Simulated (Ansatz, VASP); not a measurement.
**Zr3S2 in VASP and in Ansatz**

```xyz
5
Lattice="2.7213 1.5712 3.4347 -2.7213 1.5712 3.4347 0.0000 -3.1423 3.4347" Properties=species:S:1:pos:R:3 pbc="T T T"
Zr   -1.8405    0.0000    5.1520
Zr    0.9203   -1.5939    5.1520
Zr    0.9203    1.5939    5.1520
S     0.0000    0.0000    3.4515
S     0.0000    0.0000    6.8526
```

Change from the starting cell: strain -0.050 along x and y, +0.000 along z, atoms carried along.

Alike in both runs: task single point; functional PBEsol; k mesh 12 × 12 × 12; occupations gaussian, width 0.15 eV; no spin polarisation.

|  | VASP | Ansatz |
| --- | --- | --- |
| version | VASP 6.6.1 | Ansatz 0.2.0 |
| potentials or method | VASP PAW PBE potentials, release 64 (Zr_sv, S), cutoff 520 eV | scalar-relativistic, plane waves, PAW |
| valence electrons in the cell | 48 | 48 |

```tsv
	VASP	Ansatz	Ansatz less VASP
gap on the k mesh at the Fermi level (eV)	none	none	-
pressure (GPa)	16.3	16.1	-0.21
traceless stress, the component that is largest in VASP (GPa)	-3.37	-3.47	-0.103
rms of the force components (eV/Å)	0.192	0.188	-0.0038
```

VASP's potentials were made for PBE, not for PBEsol. Atom by atom the forces differ by 0.004 eV/Å (rms over components). A gap of «none» marks a metal or a gap that the smearing closes.
